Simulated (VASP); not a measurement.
A run of VASP 6.6.1 is set up as follows.

INCAR

```
SYSTEM = TiH
ALGO     = Normal         ! electronic algorithm
EDIFF    = 1E-6           ! SCF threshold, eV
ENCUT    = 520            ! plane-wave cutoff, eV
ISIF     = 2              ! what is computed and relaxed
ISMEAR   = -1             ! smearing method
LASPH    = .TRUE.         ! aspherical terms in the spheres
LCHARG   = .TRUE.         ! write CHGCAR
LELF     = .TRUE.         ! ELF
LREAL    = .FALSE.        ! projectors in reciprocal space
LVHAR    = .TRUE.       
LWAVE    = .FALSE.        ! write WAVECAR
NBANDS   = 21             ! bands
NELM     = 80             ! most SCF steps
PREC     = Accurate       ! precision mode
SIGMA    = 0.15           ! smearing width, eV
```

Contents of KPOINTS:

```
k-points
0
G
  8 8 5
  0 0 0
```

The input POSCAR:

```
TiH
1.0
    2.9474900000      0.0000000000      0.0000000000
    0.0000000000      2.9474900000      0.0000000000
    0.0000000000      0.0000000000      4.5681400000
Ti H
2 2
Direct
    0.5000000000      0.0000000000      0.5000000000
    0.0000000000      0.5000000000      0.0000000000
    0.0000000000      0.0000000000      0.2500000000
    0.0000000000      0.0000000000      0.7500000000
```

Potentials or basis: VASP PAW LDA potentials, release 64 (Ti_sv, H).

Command:

```sh
$ cat potpaw_LDA.64/Ti_sv/POTCAR potpaw_LDA.64/H/POTCAR > POTCAR
$ mpirun -np 1 vasp_std > vasp.out
```

Q: Predict the pressure.

A: -6.2 GPa.

Q: Predict the band gap on the k mesh.

A: Zero (bands 13 and 14 overlap by 0.40 eV).

Stress tensor (GPa, compression positive):
```
-6.55  0.00  0.00
 0.00 -6.55  0.00
 0.00  0.00 -5.60
```

Caveat: the cell stands under tension.
